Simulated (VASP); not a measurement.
Set up this calculation in VASP 6.6.1, as the native input.

```
Task                   : single point
Functional             : PBE
Potentials or basis    : VASP PAW PBE potentials, release 64 (Zr_sv, Si)
Cutoff                 : 520 eV
k mesh                 : 4 × 4 × 4
Occupations            : gaussian, width 0.1 eV
Spin                   : no spin polarisation
Dipole correction      : no
Further INCAR settings : ALGO = Normal; EDIFF = 1e-06; NBANDS = 30
```

The structure of ZrSi7 lies in POSCAR:

```
ZrSi7
1.0
    5.6503526372      0.0000000000      0.0000000000
    0.0000000000      5.6503526372      0.0000000000
    0.0000000000      0.0000000000      5.6503526372
Zr Si
1 7
Direct
    0.0000000000      0.0000000000      0.0000000000
    0.2659116153      0.2659116153      0.2659116153
    0.0000000000      0.5000000000      0.5000000000
    0.5000000000      0.5000000000      0.0000000000
    0.5000000000      0.0000000000      0.5000000000
    0.7340883847      0.2659116153      0.7340883847
    0.7340883847      0.7340883847      0.2659116153
    0.2659116153      0.7340883847      0.7340883847
```

These files were run (other wordings do the same):

INCAR

```
ALGO     = Normal         # electronic algorithm
EDIFF    = 1E-6           # SCF threshold, eV
ENCUT    = 520            # plane-wave cutoff, eV
GGA      = PE             # functional
ISIF     = 2              # what is computed and relaxed
ISMEAR   = 0              # smearing method
LASPH    = T              # aspherical terms in the spheres
LCHARG   = T              # write CHGCAR
LELF     = T              # ELF
LREAL    = F              # projectors in reciprocal space
LVHAR    = T            
LWAVE    = F              # write WAVECAR
NBANDS   = 30             # bands
NELM     = 60             # most SCF steps
PREC     = Accurate       # precision mode
SIGMA    = 0.1            # smearing width, eV
```

KPOINTS

```
k-points
0
Gamma
  4 4 4
```

Potentials or basis: VASP PAW PBE potentials, release 64 (Zr_sv, Si).

Launch:

```console
$ cat potpaw_PBE.64/Zr_sv/POTCAR potpaw_PBE.64/Si/POTCAR > POTCAR
$ mpirun -np 1 vasp_std > vasp.out
```

Results of the run:

```
Pressure               : -0.1 GPa
Band gap on the k mesh : zero (band 20 reaches 5.10 eV, above the bottom of band 21 at 5.07 eV)
```

It took 65 s on 1 thread of Intel(R) Xeon(R) Platinum 8259CL CPU @ 2.50GHz (Skylake/Cascade Lake) (shared host), peak memory 0.26 GiB.
